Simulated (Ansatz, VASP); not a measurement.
# Two plane-wave programs on F

```xyz
2
Lattice="9.0000 0.0000 0.0000 0.0000 9.5000 0.0000 0.0000 0.0000 10.0000" Properties=species:S:1:pos:R:3 pbc="T T T"
F     4.5000    4.7500    4.3077
F     4.5000    4.7500    5.6923
```

Alike in both runs: functional LDA; k mesh 1 × 1 × 1; occupations fermi-dirac, width 0.05 eV; no spin polarisation.

Ansatz relaxed the structure, and its values are those at the end. VASP's run is a single point on that final structure, the one shown.

|  | VASP | Ansatz |
| --- | --- | --- |
| version | VASP 6.6.1 | Ansatz 0.2.0 |
| potentials or method | VASP PAW LDA potentials, release 64 (F), cutoff 520 eV | plane waves, PAW |
| valence electrons in the cell | 14 | 14 |

```tsv
	VASP	Ansatz	Ansatz less VASP
rms of the force components (eV/Å)	0.334	0.013	-0.3211
```

LDA's correlation is that of Perdew and Zunger in VASP and of Perdew and Wang (1992) in Ansatz. One of these differences is far larger than is usual between the two programs; its cause wasn't traced. Ansatz's warnings: stress scf threshold loose.
